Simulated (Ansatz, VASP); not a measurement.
## TiO2 in VASP and in Ansatz

```
CELL_PARAMETERS angstrom
4.59125 0.00000 0.00000
0.00000 4.59125 0.00000
0.00000 0.00000 2.93899
ATOMIC_POSITIONS crystal
Ti 0.00000 0.00000 0.10208
Ti 0.50000 0.50000 0.50000
O 0.30444 0.30444 0.00000
O 0.19556 0.80444 0.50000
O 0.69556 0.69556 0.00000
O 0.80444 0.19556 0.50000
```

Alike in both runs: task single point; functional PBEsol; k mesh 6 × 6 × 10; occupations gaussian, width 0.05 eV; no spin polarisation.

|  | VASP | Ansatz |
| --- | --- | --- |
| version | VASP 6.6.1 | Ansatz 0.2.0 |
| potentials or method | VASP PAW PBE potentials, release 64 (Ti_sv, O), cutoff 520 eV | scalar-relativistic, plane waves, PAW |
| valence electrons in the cell | 48 | 48 |

VASP gave:

| Item | Value |
| --- | --- |
| gap on the k mesh at the Fermi level (eV) | 2.20 |
| least direct gap on the mesh (eV) | 2.33 |
| pressure (GPa) | 7.8 |
| traceless stress, the component that is largest in VASP (GPa) | -6.93 |
| rms of the force components (eV/Å) | 0.999 |

**Question.** What did Ansatz give for the same quantities?

**Answer.** gap on the k mesh at the Fermi level (eV): 2.23; least direct gap on the mesh (eV): 2.35; pressure (GPa): 7.0; traceless stress, the component that is largest in VASP (GPa): -6.74; rms of the force components (eV/Å): 0.947.

VASP's potentials were made for PBE, not for PBEsol. Atom by atom the forces differ by 0.053 eV/Å (rms over components). The functional is the same, so the differences come from potentials, cutoffs and numerics.
